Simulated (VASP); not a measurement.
**ZnO: electric field gradients with LDA**

The system is ZnO.

```
CELL_PARAMETERS angstrom
3.18307 0.00000 0.00000
-1.59153 2.75662 0.00000
0.00000 0.00000 5.09757
ATOMIC_POSITIONS crystal
Zn 0.33333 0.66667 0.00000
Zn 0.66667 0.33333 0.50000
O 0.33333 0.66667 0.38210
O 0.66667 0.33333 0.88210
```

This cell differs from its parent crystal: volume scaled by 0.94.

| Quantity | Value |
| --- | --- |
| Program | VASP 6.6.1 |
| Task | electric field gradients |
| Functional | LDA |
| Potentials or basis | VASP PAW LDA potentials, release 64 (Zn, O) |
| Cutoff | 520 eV |
| k mesh | 8 × 8 × 5 |
| Occupations | fermi-dirac, width 0.01 eV |
| Spin | no spin polarisation |
| Dipole correction | no |
| Further INCAR settings | ALGO = Normal; EDIFF = 1e-08; NBANDS = 26 |

| Property | Result |
| --- | --- |
| Pressure | 3.6 GPa |
| Largest force | 0.043 eV/Å |
| Band gap on the k mesh | 0.84 eV, direct |

Forces in eV/Å, atoms in the order of the input:
```
Zn   0.000  0.000  0.043
Zn   0.000  0.000  0.043
O    0.000  0.000 -0.043
O    0.000  0.000 -0.043
```

Stress tensor (GPa, compression positive):
```
3.49 0.00 0.00
0.00 3.49 0.00
0.00 0.00 3.81
```

Levels at points of the mesh, in eV from the valence-band top:
```
           k point  band 15  band 16  band 17  band 18  band 19  band 20  band 21  band 22
(0.00, 0.00, 0.00)    -0.87    -0.12     0.00     0.00     0.84     5.30     8.32    12.94
(0.50, 0.00, 0.00)    -3.05    -2.52    -1.40    -0.96     5.95     6.78     7.54     8.75
```

Electric field gradients, principal values (V/Å²):
```csv
atom,least,middle,greatest (by size)
1 Zn,-4.253,-4.266,8.519
2 Zn,-4.253,-4.266,8.519
3 O,1.705,1.709,-3.414
4 O,1.705,1.709,-3.414
```

Wall time 69 s on 1 thread of AMD EPYC 7R13, with other jobs on the host, peak memory 0.13 GiB.

Caveat: without QUAD_EFG the Cq values of the log hold for a quadrupole moment of 1 mb, not for the nuclei.
